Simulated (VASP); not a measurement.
Set up this calculation in VASP 6.6.1, as the native input.

* Task: single point
* Functional: PBE-based screened hybrid with 15 % exact exchange
* Potentials or basis: VASP PAW PBE potentials, release 64 (Pb_d, S)
* Cutoff: 520 eV
* k mesh: 4 × 4 × 4
* Occupations: gaussian, width 0.01 eV
* Spin: no spin polarisation
* Dipole correction: no
* Grid for exact exchange (PRECFOCK): Normal
* Share of exact exchange: 0.15
* Further INCAR settings: ALGO = Normal; EDIFF = 1e-06; NBANDS = 17
* Screening parameter: 0.5 1/Å

PbS:

```xyz
2
Lattice="0.0000 2.9706 2.9706 2.9706 0.0000 2.9706 2.9706 2.9706 0.0000" Properties=species:S:1:pos:R:3 pbc="T T T"
Pb    0.0000    0.0000    0.0000
S     2.9706    2.9706    2.9706
```

One way to write it, as run:

POSCAR

```
PbS
1.0
    0.0000000000      2.9705683225      2.9705683225
    2.9705683225      0.0000000000      2.9705683225
    2.9705683225      2.9705683225      0.0000000000
Pb S
1 1
Direct
    0.0000000000      0.0000000000      0.0000000000
    0.5000000000      0.5000000000      0.5000000000
```

INCAR.step1

```
ALGO = Normal
EDIFF = 1E-5
ENCUT = 520
GGA = PE
ISIF = 2
ISMEAR = 0
LASPH = True
LREAL = False
LWAVE = True
NBANDS = 17
NELM = 80
PREC = Accurate
SIGMA = 0.01
```

INCAR.step2

```
AEXX = 0.15
ALGO = Normal
EDIFF = 1E-6
ENCUT = 520
GGA = PE
HFSCREEN = 0.5
ISIF = 2
ISMEAR = 0
ISTART = 1
LASPH = True
LCHARG = True
LELF = True
LHFCALC = True
LREAL = False
LVHAR = True
LWAVE = False
NBANDS = 17
NELM = 80
PREC = Accurate
PRECFOCK = Normal
SIGMA = 0.01
```

KPOINTS

```
k-points
0
Gamma
  4 4 4
```

Potentials or basis: VASP PAW PBE potentials, release 64 (Pb_d, S).

Command:

```console
$ cat potpaw_PBE.64/Pb_d/POTCAR potpaw_PBE.64/S/POTCAR > POTCAR
$ cp INCAR.step1 INCAR
$ mpirun -np 1 vasp_std > vasp.out
$ cp INCAR.step2 INCAR
$ mpirun -np 1 vasp_std > vasp.out
```

Results of the run:

The pressure is 1.4 GPa. The band gap on the k mesh is 0.47 eV.

Caveat: the k points lie up to 0.46 Å⁻¹ apart; the PAW data sets were made with another functional, which shifts forces and pressure a little; spin-orbit coupling is left out, which moves the levels of the heavy elements.

Wall time 4.7 min on 1 thread of AMD EPYC 7R13 Processor (Zen 3), with other jobs on the host, peak memory 0.26 GiB.
